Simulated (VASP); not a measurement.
A run of VASP 6.6.1 is set up as follows.

File INCAR:

```
ALGO = Normal ; EDIFF = 1E-6
ENCUT = 500 ; GGA = PE
GGA_COMPAT = False ; ISIF = 2
ISMEAR = 0 ; LASPH = True
LCHARG = False ; LREAL = False
LWAVE = False ; NBANDS = 20
NELM = 120 ; PREC = Accurate
SIGMA = 0.2
```

File KPOINTS:

```
k-points
0
Gamma
  5 5 4
```

Contents of POSCAR:

```
AsSe3
1.0
    3.7906727575      0.0000000000      0.0000000000
   -1.8953363787      3.2828189054      0.0000000000
    0.0000000000      0.0000000000      7.1568664445
As Se
1 3
Direct
    0.0000000000      0.0000000000      0.5000000000
    0.3333333333      0.6666666667      0.7359572263
    0.6666666667      0.3333333333      0.2640427737
    0.0000000000      0.0000000000      0.0000000000
```

Potentials or basis: VASP PAW PBE potentials, release 64 (As, Se).

Launch:

```console
$ cat potpaw_PBE.64/As/POTCAR potpaw_PBE.64/Se/POTCAR > POTCAR
$ mpirun -np 1 vasp_std > vasp.out
```

(1) Estimate the largest force.

(2) Predict the band gap on the k mesh.

(3) Predict the pressure.

## Answers

(1) 0.025 eV/Å.

(2) zero (an odd number of electrons rules out a gap without spin polarisation).

(3) 0.7 GPa.

Caveat: the k points lie up to 0.38 Å⁻¹ apart, too coarse for converged energies and pressures of a metal.
